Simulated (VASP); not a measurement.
# Al3GaN4 (P1) in VASP: single point with PBEsol

Aim: the single point of Al3GaN4 with PBEsol.

Program: VASP 6.6.1. These are calculated values, not measurements. Logs are shortened: lines on timing, memory, paths and dates and some standing lists are left out, and cuts for length are marked.

### 1 The cell of the first run

The typed cell holds 8 atoms: a = 4.398 Å, b = 4.336 Å, c = 4.428 Å, α = 90.66°, β = 91.23°, γ = 89.15°.

### 2 Single point, PBEsol (atoms moved at random and the cell strained at random)

INCAR reads:

```
SYSTEM = Al3GaN4
  PREC = Accurate
  ENCUT = 520
  EDIFF = 1E-7
  ISMEAR = 0
  SIGMA = 0.05
  LREAL = .False.
  LASPH = .True.
  NELM = 80
  ALGO = Normal
  ISIF = 2
  LWAVE = .False.
  LCHARG = .False.
  GGA = PS
  NBANDS = 31
```

KPOINTS reads:

```
regular mesh
0
Gamma
  6 6 6
  0 0 0
```

POSCAR reads:

```
Al3GaN4
1.0
    4.3977374108      0.0321126400     -0.0471874910
    0.0321126400      4.3355460193     -0.0249156716
   -0.0471874910     -0.0249156716      4.4274834215
Al Ga N
3 1 4
Direct
    0.4974550706      0.4927651558      0.0003831749
    0.4926486954     -0.0044976072      0.4829893897
    0.0098140061      0.4936211351      0.5028851479
   -0.0011775845     -0.0217575461      0.0239650870
    0.7418017427      0.7439304742      0.2519104571
    0.7449341860      0.2676268193      0.7295699128
    0.2578496001      0.7668645351      0.7413865513
    0.2566742836      0.2614470337      0.2669102793
```

Potentials or basis: VASP PAW PBE potentials, release 64 (Al, Ga_d, N).

On the command line:

```sh
$ cat potpaw_PBE.64/Al/POTCAR potpaw_PBE.64/Ga_d/POTCAR potpaw_PBE.64/N/POTCAR > POTCAR
$ mpirun -np 1 vasp_std > vasp.out
```

OUTCAR:

```text
SYSTEM = Al3GaN4
   PREC = Accurate
   ENCUT = 520
   EDIFF = 1E-7
   ISMEAR = 0
   LREAL = .False.
   LASPH = .True.
   NELM = 80
   ISIF = 2
   GGA = PS

 ion  position               nearest neighbor table
   1  0.497  0.493  0.000-   5 1.88   6 1.89   8 1.91   7 1.94   4 3.02   2 3.04   3 3.04   2 3.05
                             4 3.07   4 3.11   3 3.12   2 3.13   3 3.13   2 3.18   3 3.18
   2  0.493  0.996  0.483-   8 1.81   5 1.85   7 1.86   6 1.94   4 2.94   3 3.01   1 3.04   4 3.05
                             1 3.05   3 3.07   3 3.13   1 3.13   3 3.16   1 3.18
   3  0.010  0.494  0.503-   8 1.81   6 1.85   7 1.92   5 1.93   4 3.00   2 3.01   1 3.04   4 3.06
                             2 3.07   4 3.10   1 3.12   2 3.13   1 3.13   2 3.16   1 3.18
   4  0.999  0.978  0.024-   5 1.85   7 1.93   8 1.98   6 2.11   2 2.94   3 3.00   1 3.02   2 3.05
                             3 3.06   1 3.07   3 3.10   1 3.11
   5  0.742  0.744  0.252-   2 1.85   4 1.85   1 1.88   3 1.93
   6  0.745  0.268  0.730-   3 1.85   1 1.89   2 1.94   4 2.11
   7  0.258  0.767  0.741-   2 1.86   3 1.92   4 1.93   1 1.94
   8  0.257  0.261  0.267-   2 1.81   3 1.81   1 1.91   4 1.98

  LATTYP: Found a triclinic cell.
 ALAT       =     6.1615228668
 B/A-ratio  =     0.7036793709
 C/A-ratio  =     1.0019731267
 COS(alpha) =     0.0023077437
 COS(beta)  =     0.5060556602
 COS(gamma) =     0.6954497538

  Lattice vectors:

 A1 = (   0.0150748510,  -4.3106303477,  -4.4025677499)
 A2 = (  -0.0321126400,  -4.3355460193,   0.0249156716)
 A3 = (  -4.3505499198,  -0.0071969684,  -4.3802959305)

Analysis of symmetry for initial positions (statically):
=====================================================================
 Subroutine PRICEL returns:
 Original cell was already a primitive cell.

 Routine SETGRP: Setting up the symmetry group for a
 triclinic supercell.

 Subroutine GETGRP returns: Found  1 space group operations
 (whereof  1 operations were pure point group operations)
 out of a pool of  2 trial point group operations.

The static configuration has the point symmetry C_1 .

Analysis of symmetry for dynamics (positions and initial velocities):
=====================================================================
 Subroutine PRICEL returns:
 Original cell was already a primitive cell.

 Routine SETGRP: Setting up the symmetry group for a
 triclinic supercell.

 Subroutine GETGRP returns: Found  1 space group operations
 (whereof  1 operations were pure point group operations)
 out of a pool of  2 trial point group operations.

The dynamic configuration has the point symmetry C_1 .

 Subroutine INISYM returns: Found  1 space group operations
 (whereof  1 operations are pure point group operations),
 and found     1 'primitive' translations

----------------------------------------------------------------------------------------

                                     Primitive cell

  volume of cell :      84.4002

  direct lattice vectors                    reciprocal lattice vectors
     4.397737411  0.032112640 -0.047187491     0.227427763 -0.001670642  0.002414491
     0.032112640  4.335546019 -0.024915672    -0.001670642  0.230671187  0.001280297
    -0.047187491 -0.024915672  4.427483421     0.002414491  0.001280297  0.225894879

  length of vectors
     4.398107799  4.335736535  4.427804975     0.227446715  0.230680790  0.225911411

  position of ions in fractional coordinates (direct lattice)
     0.497455071  0.492765156  0.000383175
     0.492648695  0.995502393  0.482989390
     0.009814006  0.493621135  0.502885148
     0.998822416  0.978242454  0.023965087
     0.741801743  0.743930474  0.251910457
     0.744934186  0.267626819  0.729569913
     0.257849600  0.766864535  0.741386551
     0.256674284  0.261447034  0.266910279

  ion indices of the primitive-cell ions
   primitive index   ion index
                 1           1
                 2           2
                 3           3
                 4           4
                 5           5
                 6           6
                 7           7
                 8           8

----------------------------------------------------------------------------------------

 KPOINTS: regular mesh

Automatic generation of k-mesh.
 Grid dimensions read from file:
 generate k-points for:    6    6    6

 Generating k-lattice:

  Cartesian coordinates                     Fractional coordinates (reciprocal lattice)
     0.037904627 -0.000278440  0.000402415     0.166666667 -0.000000000  0.000000000
    -0.000278440  0.038445198  0.000213383     0.000000000  0.166666667  0.000000000
     0.000402415  0.000213383  0.037649147    -0.000000000  0.000000000  0.166666667

  Length of vectors
     0.037907786  0.038446798  0.037651902

  Shift w.r.t. Gamma in fractional coordinates (k-lattice)
     0.000000000  0.000000000  0.000000000

 Subroutine IBZKPT returns following result:
 ===========================================

 Found    112 irreducible k-points:

 Following reciprocal coordinates:
            Coordinates               Weight
  0.000000  0.000000  0.000000      1.000000
  0.166667 -0.000000 -0.000000      2.000000
  0.333333  0.000000 -0.000000      2.000000
  0.500000 -0.000000 -0.000000      1.000000
 -0.000000  0.166667 -0.000000      2.000000
  0.166667  0.166667 -0.000000      2.000000
[... 16 lines left out ...]
  0.333333  0.000000  0.166667      2.000000
  0.500000  0.000000  0.166667      2.000000
 [... further k-points ...]
   k-points           NKPTS =    112   k-points in BZ     NKDIM =    112   number of bands    NBANDS=     31
   number of dos      NEDOS =    301   number of ions     NIONS =      8
   total plane-waves  NPLWV =  41472
   dimension x,y,z NGX =    36 NGY =   32 NGZ =   36
   dimension x,y,z NGXF=    72 NGYF=   64 NGZF=   72
   ions per type =               3   1   4
   NGX,Y,Z   is equivalent  to a cutoff of  13.61, 12.27, 13.52 a.u.
   NGXF,Y,Z  is equivalent  to a cutoff of  27.22, 24.54, 27.03 a.u.
 SYSTEM =  Al3GaN4
   PREC   = accura    normal or accurate (medium, high low for compatibility)
   ISTART =      0    job   : 0-new  1-cont  2-samecut
   ICHARG =      2    charge: 1-file 2-atom 10-const
   ISPIN  =      1    spin polarized calculation?
   LNONCOLLINEAR =      F non collinear calculations
   LSORBIT =      F    spin-orbit coupling
   LASPH  =      T    aspherical Exc in radial PAW
   ENCUT  =  520.0 eV  38.22 Ry    6.18 a.u.   8.18  8.06  8.23*2*pi/ulx,y,z
   NELM   =     80;   NELMIN=  2; NELMDL= -5     # of ELM steps
   EDIFF  = 0.1E-06   stopping-criterion for ELM
   LREAL  =      F    real-space projection
   EDIFFG = 0.1E-05   stopping-criterion for IOM
   NSW    =      0    number of steps for IOM
   IBRION =     -1    ionic relax: 0-MD 1-quasi-New 2-CG
   NFREE  =      0    steps in history (QN), initial steepest desc. (CG)
   ISIF   =      2    stress and relaxation
   ISYM   =      2    0-nonsym 1-usesym 2-fastsym
   POTIM  = 0.5000    time-step for ionic-motion
   TEBEG  =    0.0;   TEEND  =   0.0 temperature during run
   PSTRESS=    0.0 pullay stress
   NELECT =      42.0000    total number of electrons
   NUPDOWN=      -1.0000    fix difference up-down
   EMIN   =  10.00;   EMAX   =-10.00  energy-range for DOS
   EFERMI =   0.00;   METHOD = LEGACY
   ISMEAR =     0;   SIGMA  =   0.05  broadening in eV -4-tet -1-fermi 0-gaus
   EFERMI_NEDOS =   21; number of points for ismear=-14 and -15
   IALGO  =     38    algorithm
   IMIX   =      4    mixing-type and parameters
     AMIX     =   0.40;   BMIX     =  1.00
     AMIX_MAG =   1.60;   BMIX_MAG =  1.00
  volume/ion in A,a.u.               =      10.55        71.20
  Fermi-wavevector in a.u.,A,eV,Ry     =   1.297309  2.451559 22.898759  1.683011
  Thomas-Fermi vector in A             =   2.428710
   LORBIT       =      0    0 simple, 1 ext, 2 COOP (PROOUT), +10 PAW based schemes
   GGA     = PS    functional components
   LHFCALC =     F    Hartree Fock is set to
   AEXX    =    0.0000 exact exchange contribution
   IVDW    =     0    specifies the selected vdW correction
   LEPSILON=     F    determine dielectric tensor
   LRPA    =     F    only Hartree local field effects (RPA)
 non-spin polarized calculation
 Gauss-broadening in eV      SIGMA  =   0.05
  energy-cutoff  :      520.00
  volume of cell :       84.40
 maximum number of plane-waves:      2299
 NGX is ok and might be reduce to    36
   NGX = 17   NGY = 17   NGZ = 17

 number of electron      41.9999995 magnetization

 Free energy of the ion-electron system (eV)
  ---------------------------------------------------
  ext. energy  EPLUGINS =         0.00000000
  ---------------------------------------------------
  free energy    TOTEN  =       -59.40272120 eV

  energy without entropy =      -59.40272120  energy(sigma->0) =      -59.40272120

 E-fermi :   6.3307     XC(G=0): -11.3962

 val. band max:        6.0865964931   @ k =   0.0000   0.0000   0.0000
 cond. band min:       8.3796999833   @ k =   0.0000   0.0000   0.0000
 fundamental gap:      2.2931034901
 Fermi energy:         6.3307111512

 k-point     1 :       0.0000    0.0000    0.0000
  band No.  band energies     occupation
      1      -9.5799      2.00000
      2      -7.9649      2.00000
      3      -7.7820      2.00000
      4      -7.4150      2.00000
      5      -7.0108      2.00000
      6      -6.9915      2.00000
[... 23 lines left out ...]
     30      17.7474      0.00000
     31      17.8382      0.00000

 k-point     2 :       0.1667   -0.0000   -0.0000
  band No.  band energies     occupation
      1      -9.4543      2.00000
      2      -8.0152      2.00000
      3      -7.7907      2.00000
      4      -7.4213      2.00000
      5      -7.0079      2.00000
      6      -6.9877      2.00000
[... 23 lines left out ...]
     30      17.8093      0.00000
     31      17.9838      0.00000

 k-point     3 :       0.3333    0.0000   -0.0000
  band No.  band energies     occupation
      1      -9.1048      2.00000
      2      -8.2098      2.00000
      3      -7.8074      2.00000
      4      -7.4393      2.00000
      5      -7.0025      2.00000
      6      -6.9757      2.00000
[... 703 lines left out ...]
     30      17.0299      0.00000
     31      17.1212      0.00000

 k-point    24 :       0.5000    0.0000    0.1667
  band No.  band energies     occupation
      1      -8.6368      2.00000
      2      -8.4927      2.00000
      3      -7.8339      2.00000
      4      -7.4317      2.00000
      5      -6.9971      2.00000
      6      -6.9569      2.00000
[... 23 lines left out ...]
     30      16.3010      0.00000
     31      16.9565      0.00000

 [... further k-points ...]
[... 5 lines left out ...]
  --------------------------------------------------------------------------------------
  -------------------------------------------------------------------------------------
  Total        2.4716708      2.6615675      1.1424169     -1.3081115      0.7196494     -0.3662730
  in kB       46.9199991     50.5248295     21.6866257    -24.8320251     13.6611828     -6.9530005
  external PRESSURE =      39.7104848 kB  Pullay stress =       0.0000000 kB

 VOLUME and BASIS-vectors are now :
 -----------------------------------------------------------------------------
  energy-cutoff  :      520.00
  volume of cell :       84.40
      direct lattice vectors                 reciprocal lattice vectors
     4.397737411  0.032112640 -0.047187491     0.227427763 -0.001670642  0.002414491
     0.032112640  4.335546019 -0.024915672    -0.001670642  0.230671187  0.001280297
    -0.047187491 -0.024915672  4.427483421     0.002414491  0.001280297  0.225894879

 POSITION                                       TOTAL-FORCE (eV/Angst)
 -----------------------------------------------------------------------------------
      2.20348      2.15237     -0.03405         0.188519      0.207986     -0.913892
      2.17572      4.31983      2.09038         1.229909      0.473786      1.866315
      0.03528      2.12790      2.21375        -0.982273      0.990213      0.748543
      4.42284      4.27269      0.03460        -0.032546      1.816482     -1.950666
      3.27425      3.24289      1.06179         0.012434     -0.794697      0.396542
      3.25019      1.16605      3.18834        -0.066976     -1.150278      1.128938
      1.12360      3.31458      3.25120        -0.217360     -1.369330      0.525130
      1.12459      1.13511      1.16311        -0.131707     -0.174163     -1.800910
 -----------------------------------------------------------------------------------
    total drift:                               -0.000010      0.000666     -0.000720

  FREE ENERGIE OF THE ION-ELECTRON SYSTEM (eV)
  ---------------------------------------------------
  free  energy   TOTEN  =       -59.4027211993 eV

  energy  without entropy=      -59.4027211993  energy(sigma->0) =      -59.40272120
```

Wall time 9.9 min (1 thread of AMD EPYC 7R13, shared host); peak memory 0.34 GiB.

What came out:

- Free energy: -59.4027 eV
- Pressure: 4.0 GPa
- Largest force: 2.666 eV/Å
- Band gap on the k mesh: 2.29 eV

Forces in eV/Å, atoms in the order of the input:
```
Al   0.189  0.208 -0.914
Al   1.230  0.474  1.866
Al  -0.982  0.990  0.749
Ga  -0.033  1.816 -1.951
N    0.012 -0.795  0.397
N   -0.067 -1.150  1.129
N   -0.217 -1.369  0.525
N   -0.132 -0.174 -1.801
```

Stress tensor (GPa, compression positive):
```
 4.69 -2.48 -0.70
-2.48  5.05  1.37
-0.70  1.37  2.17
```

Caveat: the cell differs from its parent crystal (atoms moved at random and the cell strained at random); the cell stands under pressure; the PAW data sets were made with another functional, which shifts forces and pressure a little.
